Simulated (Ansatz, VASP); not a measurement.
AlFe3: VASP beside Ansatz

```
Al Fe
1.0
     0.00000    2.89106    2.89106
     2.89106    0.00000    2.89106
     2.89106    2.89106    0.00000
Al Fe
1 3
Cartesian
  0.0000 0.0000 0.0000
  2.8911 2.8911 2.8911
  1.4455 1.4455 1.4455
  4.3366 4.3366 4.3366
```

Alike in both runs: functional r2SCAN; k mesh 12 × 12 × 12; occupations gaussian, width 0.1 eV; collinear spin.

Ansatz relaxed the structure, and its values are those at the end. VASP's run is a single point on that final structure, the one shown.

|  | VASP | Ansatz |
| --- | --- | --- |
| version | VASP 6.6.1 | Ansatz 0.2.0 |
| potentials or method | VASP PAW PBE potentials, release 64 (Al, Fe), cutoff 520 eV | scalar-relativistic, plane waves, PAW |
| valence electrons in the cell | 27 | 51 |

Ansatz gave:

- gap on the k mesh at the Fermi level (eV): none
- pressure (GPa): 0.0
- net moment per atom (μB): 1.84
- size of the moment on the site where the two differ most (μB): 2.63

What did VASP give for the same quantities?

gap on the k mesh at the Fermi level (eV): none; pressure (GPa): -0.5; net moment per atom (μB): 1.84; size of the moment on the site where the two differ most (μB): 2.58.

VASP's potentials were made for PBE, not for r2SCAN. Site moments also hang on the region over which each program counts them. A gap of «none» marks a metal or a gap that the smearing closes. VASP's potentials hold 27 valence electrons a cell and Ansatz's 51, so a difference there can come from the potentials and not from the codes.
